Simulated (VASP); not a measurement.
H2CO, 24 atoms in the cell. The cell holds an amorphous packing of atoms, 24 atoms: a = 7.153 Å, b = 7.153 Å, c = 7.153 Å, α = 90.00°, β = 90.00°, γ = 90.00°. 

```yaml
Program: VASP 6.6.1
Task: single point
Functional: PBE
Dispersion: D3(BJ)
Potentials_or_basis: VASP PAW PBE potentials, release 64 (O, C, H)
Cutoff: 520 eV
k_mesh: 1 × 1 × 1
Occupations: fermi-dirac, width 0.02 eV
Spin: no spin polarisation
Dipole_correction: no
Further_INCAR_settings: LREAL = Auto; ALGO = Normal; EDIFF = 1e-06; NBANDS = 54
```

Potentials or basis: VASP PAW PBE potentials, release 64 (O, C, H).

The run is started by

```console
$ cat potpaw_PBE.64/O/POTCAR potpaw_PBE.64/C/POTCAR potpaw_PBE.64/H/POTCAR > POTCAR
$ mpirun -np 1 vasp_gam > vasp.out
```

Hardware: 1 thread of AMD EPYC 7R43 64-Core Processor (Zen 3), with other jobs on the host.

Problem. Estimate the wall time of this run.

Solution. It took 27 s on 1 thread of AMD EPYC 7R43 64-Core Processor (Zen 3), with other jobs on the host, peak memory 0.31 GiB. Counts: scf iterations 15, k points 1.
